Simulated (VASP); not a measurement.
Runs of VASP 6.6.1 on BN. The structure is that of space group P6_3mc (No. 186), or close to it. The cells are those of the table. 

| task | level | potentials or basis | cell | k mesh | cutoff (eV) | second run | gap on the mesh (eV) | pressure (GPa) | largest force (eV/Å) |
| --- | --- | --- | --- | --- | --- | --- | --- | --- | --- |
| relaxation of cell and atoms | PBEsol | VASP PAW PBE potentials, release 64 (B, N) | relaxed from a = 2.536, b = 2.536, c = 4.199 Å, angles 90.0, 90.0, 120.0°, 4 atoms | 12 × 12 × 6 | 600 | - | 4.95 | -0.1 | 0.01 |
| single point | r2SCAN | VASP PAW PBE potentials, release 64 (B, N) | a = 2.560, b = 2.560, c = 4.235 Å, angles 90.0, 90.0, 120.0°, 4 atoms | 12 × 12 × 8 | 520 | - | 5.75 | (d) | - |
| relaxation of the atoms | r2SCAN | VASP PAW PBE potentials, release 64 (B, N) | atoms relaxed from a = 2.526, b = 2.526, c = 4.179 Å, angles 90.0, 90.0, 120.0°, 4 atoms | 12 × 12 × 8 | 520 | - | 5.68 | 9.7 | - |
| single point | r2SCAN | VASP PAW PBE potentials, release 64 (B, N) | a = 2.543, b = 2.543, c = 4.207 Å, angles 90.0, 90.0, 120.0°, 4 atoms | 12 × 12 × 8 | 520 | - | 5.72 | 1.4 | 0.01 |
| single point | r2SCAN | VASP PAW PBE potentials, release 64 (B, N) | a = 2.526, b = 2.526, c = 4.179 Å, angles 90.0, 90.0, 120.0°, 4 atoms | 12 × 12 × 8 | 520 | - | 5.68 | 9.7 | - |
| single point | r2SCAN | VASP PAW PBE potentials, release 64 (B, N) | a = 2.577, b = 2.577, c = 4.262 Å, angles 90.0, 90.0, 120.0°, 4 atoms | 12 × 12 × 8 | 520 | - | 5.79 | -13.1 | - |
| single point | PBE | VASP PAW PBE potentials, release 64 (B, N) | a = 2.554, b = 2.554, c = 4.224 Å, angles 90.0, 90.0, 120.0°, 4 atoms | 12 × 12 × 6 | 520 | - | (c) | 0.4 | 0.01 |
| relaxation of the atoms | r2SCAN | VASP PAW PBE potentials, release 64 (B, N) | atoms relaxed from a = 2.577, b = 2.577, c = 4.262 Å, angles 90.0, 90.0, 120.0°, 4 atoms | 12 × 12 × 8 | 520 | - | 5.79 | -13.1 | - |
| single point | r2SCAN | VASP PAW PBE potentials, release 64 (B, N) | a = 2.593, b = 2.593, c = 4.290 Å, angles 90.0, 90.0, 120.0°, 4 atoms | 12 × 12 × 8 | 520 | - | 5.82 | (b) | - |
| single point | LDA | VASP PAW LDA potentials, release 64 (B, N) | a = 2.523, b = 2.523, c = 4.174 Å, angles 90.0, 90.0, 120.0°, 4 atoms | 12 × 12 × 6 | 520 | - | 4.90 | 1.2 | - |
| single point | LDA | VASP PAW LDA potentials, release 64 (B_h, N_h) | a = 2.523, b = 2.523, c = 4.174 Å, angles 90.0, 90.0, 120.0°, 4 atoms | 12 × 12 × 6 | 910 | hard_potentials | 4.91 | (a) | - |
| relaxation of the atoms | r2SCAN | VASP PAW PBE potentials, release 64 (B, N) | atoms relaxed from a = 2.543, b = 2.543, c = 4.207 Å, angles 90.0, 90.0, 120.0°, 4 atoms | 12 × 12 × 8 | 520 | - | 5.72 | 1.4 | - |

Alike in all rows: no spin polarisation; smearing fermi-dirac 0.02 eV.

**Question.** Fill in the values left out.

**Answer.** (a) 0.7; (b) -19.4; (c) 5.21; (d) -6.2.

Caveats: the PAW data sets were made with another functional, which shifts forces and pressure a little (some runs); the cutoff is under 1.25 times the usual one of these potentials, so pressure, stress and relaxed cells hold a basis-set (Pulay) error (some runs).

A k mesh can miss the band edges.
